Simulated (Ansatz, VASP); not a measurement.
**Te2Mo in VASP and in Ansatz**

```xyz
9
Lattice="3.6445 0.0000 0.0000 -1.8223 3.1563 0.0000 0.0000 0.0000 28.6962" Properties=species:S:1:pos:R:3 pbc="T T T"
Te    0.0000    0.0000   26.9892
Te    0.0000    2.1042   20.4573
Te    0.0000    2.1042    4.8282
Te    0.0000    2.1042   23.8680
Te    0.0000    2.1042    8.2389
Te    0.0000    0.0000    1.7070
Mo    0.0000    0.0000   22.1599
Mo    0.0000    0.0000    6.5363
Mo    0.0000    2.1042    0.0000
```

Change from the starting cell: strain +0.050 along x and y, -0.050 along z, atoms carried along.

Alike in both runs: task single point; functional LDA; k mesh 12 × 12 × 1; occupations gaussian, width 0.05 eV; no spin polarisation.

|  | VASP | Ansatz |
| --- | --- | --- |
| version | VASP 6.6.1 | Ansatz 0.2.0 |
| potentials or method | VASP PAW LDA potentials, release 64 (Te, Mo_sv), cutoff 520 eV | scalar-relativistic, plane waves, PAW |
| valence electrons in the cell | 78 | 138 |

Ansatz gave:

| Item | Value |
| --- | --- |
| gap on the k mesh at the Fermi level (eV) | none |
| rms of the force components (eV/Å) | 0.153 |

Task: What did VASP give for the same quantities?

Result: gap on the k mesh at the Fermi level (eV): none; rms of the force components (eV/Å): 0.178.

LDA's correlation is that of Perdew and Zunger in VASP and of Perdew and Wang (1992) in Ansatz. Atom by atom the forces differ by 0.025 eV/Å (rms over components). A gap of «none» marks a metal or a gap that the smearing closes. VASP's potentials hold 78 valence electrons a cell and Ansatz's 138, so a difference there can come from the potentials and not from the codes. Ansatz's warnings: xc potential rough in thin density.

Neither program's run includes spin-orbit coupling.
